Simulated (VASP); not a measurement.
Write the native input for VASP 6.6.1 that does the following.

| Item | Value |
| --- | --- |
| Task | single point |
| Functional | PBE |
| Potentials or basis | VASP PAW PBE potentials, release 64 (Cu, I) |
| Cutoff | 520 eV |
| k mesh | 6 × 6 × 6 |
| Occupations | gaussian, width 0.1 eV |
| Spin | collinear spin |
| Starting moments | [1.0, 0.0] μB |
| Dipole correction | no |
| Further INCAR settings | ALGO = Normal; EDIFF = 1e-06; NBANDS = 20 |

The structure of CuI lies in POSCAR:

```
CuI
1.0
    2.0295678700      1.1717715500      3.3438949700
   -2.0295678700      1.1717715500      3.3438949700
    0.0000000000     -2.3435431100      3.3438949700
Cu I
1 1
Direct
    0.5000000000      0.5000000000      0.5000000000
    0.0000000000      0.0000000000      0.0000000000
```

The input as run:

INCAR

```
  ALGO = Normal
  EDIFF = 1E-6
  ENCUT = 520
  GGA = PE
  ISIF = 2
  ISMEAR = 0
  ISPIN = 2
  LASPH = T
  LCHARG = T
  LELF = T
  LMAXMIX = 4
  LORBIT = 11
  LREAL = F
  LVHAR = T
  LWAVE = F
  MAGMOM = 1 0
  NBANDS = 20
  NELM = 150
  PREC = Accurate
  SIGMA = 0.1
```

KPOINTS

```
k-points
0
Gamma
  6 6 6
```

Potentials or basis: VASP PAW PBE potentials, release 64 (Cu, I).

The run is started by

```bash
$ cat potpaw_PBE.64/Cu/POTCAR potpaw_PBE.64/I/POTCAR > POTCAR
$ mpirun -np 1 vasp_std > vasp.out
```

Results of the run:

```json
{
 "Pressure": "-0.5 GPa",
 "Band gap on the k mesh": "zero (filled and empty bands overlap)",
 "Net moment": "0.00 μB per cell",
 "Valence electrons inside the program's atomic spheres": "Cu 9.81; I 4.28"
}
```

Caveat: spin-orbit coupling is left out, which moves the levels of the heavy elements.

Wall time 91 s on 1 thread of Intel Xeon 8259CL (shared host), peak memory 0.21 GiB.
